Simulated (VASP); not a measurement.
# BeTe (F-43m) in VASP: further runs

BeTe is run at these levels: PBE, LDA; tasks: single point.

Program: VASP 6.6.1. These are calculated values, not measurements. Logs are shortened: lines on timing, memory, paths and dates and some standing lists are left out, and cuts for length are marked.

## 1. The cell of the first run

Symmetry: F-43m, No. 216, cubic system. The conventional cell has a = 5.657 Å, b = 5.657 Å, c = 5.657 Å, α = 90.00°, β = 90.00°, γ = 90.00°. Within 3.2 Å of Be (site symmetry -43m) lie 4 Te at 2.45 Å. Within 3.2 Å of Te (site symmetry -43m) lie 4 Be at 2.45 Å.

## 2. Single point, PBE

Contents of INCAR:

```
SYSTEM = BeTe
PREC = Accurate
ENCUT = 520
EDIFF = 1E-6
ISMEAR = 0
SIGMA = 0.01
LREAL = .False.
LASPH = .True.
NELM = 60
ALGO = Normal
ISIF = 2
LWAVE = .False.
LCHARG = .False.
GGA = PE
NBANDS = 11
```

Contents of KPOINTS:

```
Automatic mesh
0
Gamma
  4 4 4
  0 0 0
```

Contents of POSCAR:

```
BeTe
1.0
    0.0000000000      2.8286236224      2.8286236224
    2.8286236224      0.0000000000      2.8286236224
    2.8286236224      2.8286236224      0.0000000000
Be Te
1 1
Direct
    0.0000000000      0.0000000000      0.0000000000
    0.2500000000      0.2500000000      0.2500000000
```

Potentials or basis: VASP PAW PBE potentials, release 64 (Be, Te).

Launch:

```sh
$ cat potpaw_PBE.64/Be/POTCAR potpaw_PBE.64/Te/POTCAR > POTCAR
$ mpirun -np 1 vasp_std > vasp.out
```

OUTCAR:

```text
SYSTEM = BeTe
   PREC = Accurate
   ENCUT = 520
   EDIFF = 1E-6
   ISMEAR = 0
   LREAL = .False.
   LASPH = .True.
   NELM = 60
   ISIF = 2
   GGA = PE

 ion  position               nearest neighbor table
   1  0.000  0.000  0.000-   2 2.45   2 2.45   2 2.45   2 2.45
   2  0.250  0.250  0.250-   1 2.45   1 2.45   1 2.45   1 2.45

  LATTYP: Found a face centered cubic cell.
 ALAT       =     5.6572472448

  Lattice vectors:

 A1 = (   0.0000000000,   2.8286236224,   2.8286236224)
 A2 = (   2.8286236224,   0.0000000000,   2.8286236224)
 A3 = (   2.8286236224,   2.8286236224,   0.0000000000)

Analysis of symmetry for initial positions (statically):
=====================================================================
 Subroutine PRICEL returns:
 Original cell was already a primitive cell.

 Routine SETGRP: Setting up the symmetry group for a
 face centered cubic supercell.

 Subroutine GETGRP returns: Found 24 space group operations
 (whereof 24 operations were pure point group operations)
 out of a pool of 48 trial point group operations.

The static configuration has the point symmetry T_d .

Analysis of symmetry for dynamics (positions and initial velocities):
=====================================================================
 Subroutine PRICEL returns:
 Original cell was already a primitive cell.

 Routine SETGRP: Setting up the symmetry group for a
 face centered cubic supercell.

 Subroutine GETGRP returns: Found 24 space group operations
 (whereof 24 operations were pure point group operations)
 out of a pool of 48 trial point group operations.

The dynamic configuration has the point symmetry T_d .

 Subroutine INISYM returns: Found 24 space group operations
 (whereof 24 operations are pure point group operations),
 and found     1 'primitive' translations

----------------------------------------------------------------------------------------

                                     Primitive cell

  volume of cell :      45.2643

  direct lattice vectors                    reciprocal lattice vectors
     0.000000000  2.828623622  2.828623622    -0.176764415  0.176764415  0.176764415
     2.828623622  0.000000000  2.828623622     0.176764415 -0.176764415  0.176764415
     2.828623622  2.828623622  0.000000000     0.176764415  0.176764415 -0.176764415

  length of vectors
     4.000277890  4.000277890  4.000277890     0.306164948  0.306164948  0.306164948

  position of ions in fractional coordinates (direct lattice)
     0.000000000  0.000000000  0.000000000
     0.250000000  0.250000000  0.250000000

  ion indices of the primitive-cell ions
   primitive index   ion index
                 1           1
                 2           2

----------------------------------------------------------------------------------------

 KPOINTS: Automatic mesh

Automatic generation of k-mesh.
 Grid dimensions read from file:
 generate k-points for:    4    4    4

 Generating k-lattice:

  Cartesian coordinates                     Fractional coordinates (reciprocal lattice)
    -0.044191104  0.044191104  0.044191104     0.250000000  0.000000000  0.000000000
     0.044191104 -0.044191104  0.044191104     0.000000000  0.250000000  0.000000000
     0.044191104  0.044191104 -0.044191104     0.000000000  0.000000000  0.250000000

  Length of vectors
     0.076541237  0.076541237  0.076541237

  Shift w.r.t. Gamma in fractional coordinates (k-lattice)
     0.000000000  0.000000000  0.000000000

 Subroutine IBZKPT returns following result:
 ===========================================

 Found      8 irreducible k-points:

 Following reciprocal coordinates:
            Coordinates               Weight
  0.000000  0.000000  0.000000      1.000000
  0.250000  0.000000  0.000000      8.000000
  0.500000  0.000000  0.000000      4.000000
  0.250000  0.250000  0.000000      6.000000
  0.500000  0.250000  0.000000     24.000000
 -0.250000  0.250000  0.000000     12.000000
  0.500000  0.500000  0.000000      3.000000
 -0.250000  0.500000  0.250000      6.000000
   k-points           NKPTS =      8   k-points in BZ     NKDIM =      8   number of bands    NBANDS=     11
   number of dos      NEDOS =    301   number of ions     NIONS =      2
   total plane-waves  NPLWV =  27000
   dimension x,y,z NGX =    30 NGY =   30 NGZ =   30
   dimension x,y,z NGXF=    60 NGYF=   60 NGZF=   60
   ions per type =               1   1
   NGX,Y,Z   is equivalent  to a cutoff of  12.47, 12.47, 12.47 a.u.
   NGXF,Y,Z  is equivalent  to a cutoff of  24.94, 24.94, 24.94 a.u.
 SYSTEM =  BeTe
   PREC   = accura    normal or accurate (medium, high low for compatibility)
   ISTART =      0    job   : 0-new  1-cont  2-samecut
   ICHARG =      2    charge: 1-file 2-atom 10-const
   ISPIN  =      1    spin polarized calculation?
   LNONCOLLINEAR =      F non collinear calculations
   LSORBIT =      F    spin-orbit coupling
   LASPH  =      T    aspherical Exc in radial PAW
   ENCUT  =  520.0 eV  38.22 Ry    6.18 a.u.   7.44  7.44  7.44*2*pi/ulx,y,z
   NELM   =     60;   NELMIN=  2; NELMDL= -5     # of ELM steps
   EDIFF  = 0.1E-05   stopping-criterion for ELM
   LREAL  =      F    real-space projection
   EDIFFG = 0.1E-04   stopping-criterion for IOM
   NSW    =      0    number of steps for IOM
   IBRION =     -1    ionic relax: 0-MD 1-quasi-New 2-CG
   NFREE  =      0    steps in history (QN), initial steepest desc. (CG)
   ISIF   =      2    stress and relaxation
   ISYM   =      2    0-nonsym 1-usesym 2-fastsym
   POTIM  = 0.5000    time-step for ionic-motion
   TEBEG  =    0.0;   TEEND  =   0.0 temperature during run
   PSTRESS=    0.0 pullay stress
   NELECT =       8.0000    total number of electrons
   NUPDOWN=      -1.0000    fix difference up-down
   EMIN   =  10.00;   EMAX   =-10.00  energy-range for DOS
   EFERMI =   0.00;   METHOD = LEGACY
   ISMEAR =     0;   SIGMA  =   0.01  broadening in eV -4-tet -1-fermi 0-gaus
   EFERMI_NEDOS =   21; number of points for ismear=-14 and -15
   IALGO  =     38    algorithm
   IMIX   =      4    mixing-type and parameters
     AMIX     =   0.40;   BMIX     =  1.00
     AMIX_MAG =   1.60;   BMIX_MAG =  1.00
  volume/ion in A,a.u.               =      22.63       152.73
  Fermi-wavevector in a.u.,A,eV,Ry     =   0.918727  1.736142 11.484116  0.844059
  Thomas-Fermi vector in A             =   2.043841
   LORBIT       =      0    0 simple, 1 ext, 2 COOP (PROOUT), +10 PAW based schemes
   GGA     = PE    functional components
   LHFCALC =     F    Hartree Fock is set to
   AEXX    =    0.0000 exact exchange contribution
   IVDW    =     0    specifies the selected vdW correction
   LEPSILON=     F    determine dielectric tensor
   LRPA    =     F    only Hartree local field effects (RPA)
 non-spin polarized calculation
 Gauss-broadening in eV      SIGMA  =   0.01
  energy-cutoff  :      520.00
  volume of cell :       45.26
 maximum number of plane-waves:      1243
 NGX is ok and might be reduce to    30
   NGX = 15   NGY = 15   NGZ = 15

 number of electron       8.0000000 magnetization

 Free energy of the ion-electron system (eV)
  ---------------------------------------------------
  ext. energy  EPLUGINS =         0.00000000
  ---------------------------------------------------
  free energy    TOTEN  =        -7.54720714 eV

  energy without entropy =       -7.54720714  energy(sigma->0) =       -7.54720714

 E-fermi :   5.0867     XC(G=0):  -8.9893

 val. band max:        4.9691444569   @ k =   0.0000   0.0000   0.0000
 cond. band min:       6.9658289128   @ k =   0.5000   0.5000   0.0000
 fundamental gap:      1.9966844560
 Fermi energy:         5.0866545140

 k-point     1 :       0.0000    0.0000    0.0000
  band No.  band energies     occupation
      1      -7.2384      2.00000
      2       4.9691      2.00000
      3       4.9691      2.00000
      4       4.9691      2.00000
      5       8.5773      0.00000
      6       8.5773      0.00000
      7       8.5773      0.00000
      8       8.6914      0.00000
      9      13.2604      0.00000
     10      15.1753      0.00000
     11      15.1753      0.00000

 k-point     2 :       0.2500    0.0000    0.0000
  band No.  band energies     occupation
      1      -6.6939      2.00000
      2       1.6914      2.00000
      3       4.3078      2.00000
      4       4.3078      2.00000
      5       8.2455      0.00000
      6       9.4403      0.00000
      7       9.4403      0.00000
      8      11.9268      0.00000
      9      13.9878      0.00000
     10      13.9878      0.00000
     11      14.0016      0.00000

 k-point     3 :       0.5000    0.0000    0.0000
  band No.  band energies     occupation
      1      -5.9240      2.00000
      2      -0.4935      2.00000
      3       3.8563      2.00000
      4       3.8563      2.00000
      5       8.0023      0.00000
      6       9.5530      0.00000
      7       9.5530      0.00000
      8      12.7852      0.00000
      9      15.8436      0.00000
     10      16.4130      0.00000
     11      16.4130      0.00000

 k-point     4 :       0.2500    0.2500    0.0000
  band No.  band energies     occupation
      1      -6.5083      2.00000
      2       2.0956      2.00000
      3       3.3195      2.00000
      4       3.3195      2.00000
      5       7.5816      0.00000
      6       9.3491      0.00000
      7      11.3664      0.00000
      8      11.3664      0.00000
      9      13.5370      0.00000
     10      15.6974      0.00000
     11      16.1420      0.00000

 k-point     5 :       0.5000    0.2500    0.0000
  band No.  band energies     occupation
      1      -5.7167      2.00000
      2       0.1854      2.00000
      3       2.0265      2.00000
      4       2.9856      2.00000
      5       7.9372      0.00000
      6      10.4755      0.00000
      7      11.4342      0.00000
      8      11.7746      0.00000
      9      15.2741      0.00000
     10      16.6824      0.00000
     11      17.2527      0.00000

 k-point     6 :      -0.2500    0.2500    0.0000
  band No.  band energies     occupation
      1      -5.9929      2.00000
      2       0.6670      2.00000
      3       1.8519      2.00000
      4       3.7841      2.00000
      5       8.7076      0.00000
      6      10.4674      0.00000
      7      11.0931      0.00000
      8      11.5476      0.00000
      9      13.3643      0.00000
     10      14.7824      0.00000
     11      17.2676      0.00000

 k-point     7 :       0.5000    0.5000    0.0000
  band No.  band energies     occupation
      1      -5.4436      2.00000
      2      -0.0819      2.00000
      3       2.3692      2.00000
      4       2.3692      2.00000
      5       6.9658      0.00000
      6       7.6437      0.00000
      7      14.5812      0.00000
      8      14.5812      0.00000
      9      16.4280      0.00000
     10      17.8380      0.00000
     11      18.3256      0.00000

 k-point     8 :      -0.2500    0.5000    0.2500
  band No.  band energies     occupation
      1      -5.4114      2.00000
      2       0.4346      2.00000
      3       1.3412      2.00000
      4       1.8203      2.00000
      5      10.2431      0.00000
      6      10.4854      0.00000
      7      10.5164      0.00000
      8      11.0846      0.00000
      9      15.7800      0.00000
     10      16.5807      0.00000
     11      17.7245      0.00000

------------------------ aborting loop because EDIFF is reached ----------------------------------------

  FORCE on cell =-STRESS in cart. coord.  units (eV):
  Direction    XX          YY          ZZ          XY          YZ          ZX
  --------------------------------------------------------------------------------------
  -------------------------------------------------------------------------------------
  Total        0.2181409      0.2181409      0.2181409     -0.0000000      0.0000000     -0.0000000
  in kB        7.7213319      7.7213319      7.7213319     -0.0000000      0.0000000     -0.0000000
  external PRESSURE =       7.7213319 kB  Pullay stress =       0.0000000 kB

 VOLUME and BASIS-vectors are now :
 -----------------------------------------------------------------------------
  energy-cutoff  :      520.00
  volume of cell :       45.26
      direct lattice vectors                 reciprocal lattice vectors
     0.000000000  2.828623622  2.828623622    -0.176764415  0.176764415  0.176764415
     2.828623622  0.000000000  2.828623622     0.176764415 -0.176764415  0.176764415
     2.828623622  2.828623622  0.000000000     0.176764415  0.176764415 -0.176764415

 POSITION                                       TOTAL-FORCE (eV/Angst)
 -----------------------------------------------------------------------------------
      0.00000      0.00000      0.00000        -0.000000     -0.000000     -0.000000
      1.41431      1.41431      1.41431         0.000000      0.000000      0.000000
 -----------------------------------------------------------------------------------
    total drift:                                0.000000      0.000000      0.000000

  FREE ENERGIE OF THE ION-ELECTRON SYSTEM (eV)
  ---------------------------------------------------
  free  energy   TOTEN  =        -7.5472071446 eV

  energy  without entropy=       -7.5472071446  energy(sigma->0) =       -7.54720714
```

It took 8.1 s on 1 thread of Intel Xeon 8259CL, shared host; peak memory 0.16 GiB.

What came out:

```yaml
Free_energy: -7.5472 eV
Pressure: 0.8 GPa
Band_gap_on_the_k_mesh: 2.00 eV, indirect (least direct gap 3.61 eV)
```

Levels at points of the mesh, in eV from the valence-band top:
```tsv
k point	band 1	band 2	band 3	band 4	band 5	band 6	band 7	band 8
(0.00, 0.00, 0.00)	-12.21	0.00	0.00	0.00	3.61	3.61	3.61	3.72
(0.50, 0.00, 0.00)	-10.89	-5.46	-1.11	-1.11	3.03	4.58	4.58	7.82
(0.50, 0.50, 0.00)	-10.41	-5.05	-2.60	-2.60	2.00	2.67	9.61	9.61
```

Caveat: the k points lie up to 0.48 Å⁻¹ apart; spin-orbit coupling is left out, which moves the levels of the heavy elements.

[end of part 1 of 2]
